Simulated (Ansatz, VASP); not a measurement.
**Two plane-wave programs on AlRu2**

```
Al Ru
1.0
     5.13287    0.00000    0.00000
     0.00000    5.13287    0.00000
     0.00000    0.00000    3.30609
Al Ru
2 4
Direct
  0.00000 0.00000 0.00000
  0.50000 0.50000 0.50000
  0.30600 0.30600 0.00000
  0.19400 0.80600 0.50000
  0.69400 0.69400 0.00000
  0.80600 0.19400 0.50000
```

Alike in both runs: task relaxation of cell and atoms; functional PBE; k mesh 4 × 4 × 6; occupations gaussian, width 0.1 eV; no spin polarisation.

|  | VASP | Ansatz |
| --- | --- | --- |
| version | VASP 6.6.1 | Ansatz 0.2.0 |
| potentials or method | VASP PAW PBE potentials, release 64 (Al, Ru_pv), cutoff 600 eV | scalar-relativistic, plane waves, PAW |
| valence electrons in the cell | 62 | 70 |

```tsv
	VASP	Ansatz	Ansatz less VASP
gap on the k mesh at the Fermi level, each at its own relaxed structure (eV)	none	none	-
relaxed volume (Å³/atom)	16.90	16.89	-0.016
relaxed cell length with the largest relative difference (Å)	2.701	2.695	-0.0060
```

A gap of «none» marks a metal or a gap that the smearing closes. VASP's potentials hold 62 valence electrons a cell and Ansatz's 70, so a difference there can come from the potentials and not from the codes.

Noted on VASP's run: the volume moved by over 15 % at a fixed basis, so the end points are rough.
